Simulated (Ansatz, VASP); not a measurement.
**One calculation of WF, two programs**

```
W F
1.0
     5.01618   -2.25799    0.00000
     5.01618    2.25799    0.00000
     0.00000    0.00000    4.67221
W F
4 4
Direct
  0.15614 0.49192 0.25000
  0.50808 0.84386 0.25000
  0.84386 0.50808 0.75000
  0.49192 0.15614 0.75000
  0.74984 0.25016 0.98954
  0.25016 0.74984 0.01046
  0.74984 0.25016 0.51046
  0.25016 0.74984 0.48954
```

Alike in both runs: functional PBE; k mesh 4 × 4 × 4; occupations gaussian, width 0.1 eV; no spin polarisation.

Ansatz relaxed the structure, and its values are those at the end. VASP's run is a single point on that final structure, the one shown.

|  | VASP | Ansatz |
| --- | --- | --- |
| version | VASP 6.6.1 | Ansatz 0.2.0 |
| potentials or method | VASP PAW PBE potentials, release 64 (W_sv, F), cutoff 520 eV | scalar-relativistic, plane waves, PAW |
| valence electrons in the cell | 84 | 84 |

|  | VASP | Ansatz | Ansatz less VASP |
| --- | --- | --- | --- |
| gap on the k mesh at the Fermi level (eV) | none | none | - |
| pressure (GPa) | 0.8 | 0.1 | -0.72 |
| rms of the force components (eV/Å) | 0.069 | 0.004 | -0.0655 |

A gap of «none» marks a metal or a gap that the smearing closes. The functional is the same, so the differences come from potentials, cutoffs and numerics.

The k mesh is coarse, so the values compare programs but aren't converged. Neither program's run includes spin-orbit coupling.
